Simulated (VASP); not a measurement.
A run of VASP 6.6.1:

INCAR

```
ALGO     = Normal         # electronic algorithm
EDIFF    = 1E-6           # SCF threshold, eV
ENCUT    = 520            # plane-wave cutoff, eV
GGA      = PS             # functional
ISIF     = 2              # what is computed and relaxed
ISMEAR   = -1             # smearing method
IVDW     = 12             # dispersion correction
LASPH    = True           # aspherical terms in the spheres
LCHARG   = True           # write CHGCAR
LELF     = True           # ELF
LREAL    = False          # projectors in reciprocal space
LVHAR    = True         
LWAVE    = False          # write WAVECAR
NBANDS   = 20             # bands
NELM     = 100            # most SCF steps
PREC     = Accurate       # precision mode
SIGMA    = 0.05           # smearing width, eV
```

File KPOINTS:

```
k-points
0
Gamma
  9 9 9
```

Contents of POSCAR:

```
CdF2
1.0
    0.0000000000      2.6778571305      2.6778571305
    2.6778571305      0.0000000000      2.6778571305
    2.6778571305      2.6778571305      0.0000000000
Cd F
1 2
Direct
    0.0000000000      0.0000000000      0.0000000000
    0.7500000000      0.7500000000      0.7500000000
    0.2500000000      0.2500000000      0.2500000000
```

Potentials or basis: VASP PAW PBE potentials, release 64 (Cd, F).

Launch:

```sh
$ cat potpaw_PBE.64/Cd/POTCAR potpaw_PBE.64/F/POTCAR > POTCAR
$ mpirun -np 1 vasp_std > vasp.out
```

Hardware: 1 thread of Intel(R) Xeon(R) Platinum 8488C (Sapphire Rapids), on a shared host.

Problem. How long does it take, and how much memory?

Solution. Run time: 15 s on 1 thread of Intel(R) Xeon(R) Platinum 8488C (Sapphire Rapids) (shared host), peak memory 0.17 GiB. Counts: scf iterations 14, k points 35.
